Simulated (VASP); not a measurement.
**C: single point with PBE+D3(BJ)**

The system is C.

```
C
1.0
     1.23250    0.71158    3.36139
    -1.23250    0.71158    3.36139
     0.00000   -1.42317    3.36139
C
2
Direct
  0.17246 0.17246 0.16192
  0.82754 0.82754 0.83808
```

This cell differs from its parent crystal: mode 4 frozen in at +0.024 Å and mode 6 at +0.015 Å (largest displacements).

```
Program                : VASP 6.6.1
Task                   : single point
Functional             : PBE
Dispersion             : D3(BJ)
Potentials or basis    : VASP PAW PBE potentials, release 64 (C)
Cutoff                 : 520 eV
k mesh                 : 15 × 15 × 15
Occupations            : gaussian, width 0.05 eV
Spin                   : no spin polarisation
Dipole correction      : no
Further INCAR settings : ALGO = Normal; EDIFF = 1e-06; NBANDS = 11
```

* Pressure: 0.7 GPa
* Largest force: 1.734 eV/Å
* Band gap on the k mesh: 0.25 eV, direct
* Dispersion energy per atom: -0.156 eV

Forces on the atoms (eV/Å):
```
C    0.000 -1.550 -0.776
C    0.000  1.550  0.776
```

Stress tensor (GPa, compression positive):
```
 4.24  0.00  0.00
 0.00 -1.77 -0.65
 0.00 -0.65 -0.32
```

Levels at points of the mesh, in eV from the valence-band top:
```csv
k point,band 1,band 2,band 3,band 4,band 5,band 6,band 7,band 8,band 9
"(0.00, 0.00, 0.00)",-19.50,-6.41,-3.29,-2.38,4.36,7.93,9.11,11.55,12.79
```

Run time: 2 min on 1 thread of Intel(R) Xeon(R) Platinum 8488C (Sapphire Rapids), with other jobs on the host, peak memory 0.27 GiB.

Caveat: the cell differs from its parent crystal (mode 4 frozen in at +0.024 Å and mode 6 at +0.015 Å (largest displacements)); forces of over 1 eV/Å act on the atoms, so gaps and moduli don't describe the material at rest. A k mesh can miss the band edges.
